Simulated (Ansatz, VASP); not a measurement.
# One calculation of Mg, two programs

The input INCAR:

```
SYSTEM = Mg
ALGO = Normal ; EDIFF = 1E-7
EDIFFG = -0.04 ; ENCUT = 600
GGA = PE ; GGA_COMPAT = .False.
IBRION = 2 ; ISIF = 3
ISMEAR = 0 ; LASPH = .True.
LCHARG = .False. ; LREAL = .False.
LWAVE = .False. ; NELM = 120
NELMIN = 4 ; NSW = 90
PREC = Accurate ; SIGMA = 0.1
```

KPOINTS

```
k-points
0
Gamma
  4 4 4
  0 0 0
```

File POSCAR:

```
Mg
1.0
    0.0000000000      3.3171880000      3.3171880000
    3.3171880000      0.0000000000      3.3171880000
    3.3171880000      3.3171880000      0.0000000000
Mg
3
Direct
    0.2500000000      0.2500000000      0.2500000000
    0.7500000000      0.7500000000      0.7500000000
    0.5000000000      0.5000000000      0.5000000000
```

Input for Ansatz:

```yaml
crystal:
  lattice:
    - [0.0, 3.317188, 3.317188]
    - [3.317188, 0.0, 3.317188]
    - [3.317188, 3.317188, 0.0]
  atoms:
    - { symbol: Mg, position: [0.25, 0.25, 0.25] }
    - { symbol: Mg, position: [0.75, 0.75, 0.75] }
    - { symbol: Mg, position: [0.5, 0.5, 0.5] }
basis:
  ecutwfc: 420
kpoints:
  mp_grid: { grid: [4, 4, 4] }
hamiltonian:
  xc: pbe
scf:
  occupations: { method: gaussian, width: 0.1 }
  lower_state_search: "off"
output:
  forces: true
  stress: true
  eigenvalues: true
relax:
  adjacent_minimum: "off"
  f_tol: 0.04
  max_steps: 70
  cell: { stress_tol: 0.4 }
```

Alike in both runs: task relaxation of cell and atoms; functional PBE; k mesh 4 × 4 × 4; occupations gaussian, width 0.1 eV; no spin polarisation.

```csv
,VASP,Ansatz
version,VASP 6.6.1,Ansatz 0.2.0
potentials or method,"VASP PAW PBE potentials, release 64 (Mg), cutoff 600 eV","scalar-relativistic, plane waves, PAW"
valence electrons in the cell,6,30
```

|  | VASP | Ansatz | Ansatz less VASP |
| --- | --- | --- | --- |
| gap on the k mesh at the Fermi level, each at its own relaxed structure (eV) | none | none | - |
| relaxed volume (Å³/atom) | 28.33 | 28.11 | -0.226 |
| relaxed cell length with the largest relative difference (Å) | 4.935 | 4.922 | -0.0131 |

A gap of «none» marks a metal or a gap that the smearing closes. VASP's potentials hold 6 valence electrons a cell and Ansatz's 30, so a difference there can come from the potentials and not from the codes.

The k mesh is coarse, so the values compare programs but aren't converged. Noted on VASP's run: the volume moved by over 15 % at a fixed basis, so the end points are rough.
